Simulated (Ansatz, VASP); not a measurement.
SnO2 in VASP and in Ansatz

```
CELL_PARAMETERS angstrom
0.00000 2.54613 2.53096
2.54613 0.00000 2.53096
2.54613 2.54613 0.00000
ATOMIC_POSITIONS crystal
Sn 0.00000 0.00000 0.00000
O 0.25000 0.25000 0.25000
O 0.75000 0.75000 0.75000
```

Change from the starting cell: epitaxial_xy strain +0.5%.

Alike in both runs: task single point; functional r2SCAN; k mesh 8 × 8 × 8; no spin polarisation.

|  | VASP | Ansatz |
| --- | --- | --- |
| version | VASP 6.6.1 | Ansatz 0.2.0 |
| potentials or method | VASP PAW PBE potentials, release 64 (Sn_d, O) | plane waves, PAW |
| plane-wave cutoff (eV) | 520 | 500 |
| occupations | gaussian, width 0.01 eV | fixed |
| valence electrons in the cell | 26 | 26 |

```tsv
	VASP	Ansatz	Ansatz less VASP
gap on the k mesh at the Fermi level (eV)	0.75	0.73	-0.019
pressure (GPa)	-0.7	-2.0	-1.31
traceless stress, the component that is largest in VASP (GPa)	1.94	1.94	+0.005
```

VASP's potentials were made for PBE, not for r2SCAN.
